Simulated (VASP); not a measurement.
Crystal: HgTe.

```
CELL_PARAMETERS angstrom
0.00000 3.32641 3.32641
3.32641 0.00000 3.32641
3.32641 3.32641 0.00000
ATOMIC_POSITIONS crystal
Hg 0.00000 0.00000 0.00000
Te 0.25000 0.25000 0.25000
```

* Program: VASP 6.6.1
* Task: relaxation of cell and atoms
* Functional: PBE
* Dispersion: D3(BJ)
* Potentials or basis: VASP PAW PBE potentials, release 64 (Hg, Te)
* Cutoff: 600 eV
* k mesh: 12 × 12 × 12
* Occupations: gaussian, width 0.1 eV
* Spin: no spin polarisation

At the start: pressure -1.6 GPa; volume 36.81 Å³/atom.

Question: How do energy, volume and symmetry change on relaxing?

Answer: Over 15 steps the energy falls by 9.0 meV/atom and the volume is 35.13 Å³/atom (-4.5 %); space group F-43m (No. 216, to 0.05 Å).

The path:
```tsv
step	energy change (eV)	largest force (eV/Å)	pressure (GPa)	volume (Å³)
1	0.0000	0.0000	-1.64	73.61
2	-0.0174	0.0000	0.35	69.67
3	-0.0181	0.0000	0.07	70.26
4	-0.0180	0.0000	-0.05	70.38
5	-0.0180	0.0000	-0.07	70.38
6	-0.0180	0.0000	-0.06	70.37
7	-0.0180	0.0000	-0.06	70.37
8	-0.0180	0.0000	-0.06	70.37
9	-0.0180	0.0000	-0.06	70.37
10	-0.0180	0.0000	-0.06	70.37
11	-0.0180	0.0000	-0.06	70.36
12	-0.0181	0.0000	-0.05	70.36
13	-0.0181	0.0000	-0.05	70.35
14	-0.0181	0.0000	-0.04	70.32
15	-0.0181	0.0000	-0.02	70.27
```

Final structure:
```
CELL_PARAMETERS angstrom
0.00000 3.27526 3.27526
3.27526 0.00000 3.27526
3.27526 3.27526 0.00000
ATOMIC_POSITIONS crystal
Hg 0.00000 0.00000 0.00000
Te 0.25000 0.25000 0.25000
```

Caveat: pairwise dispersion overbinds metals, which lowers pressure and volume.
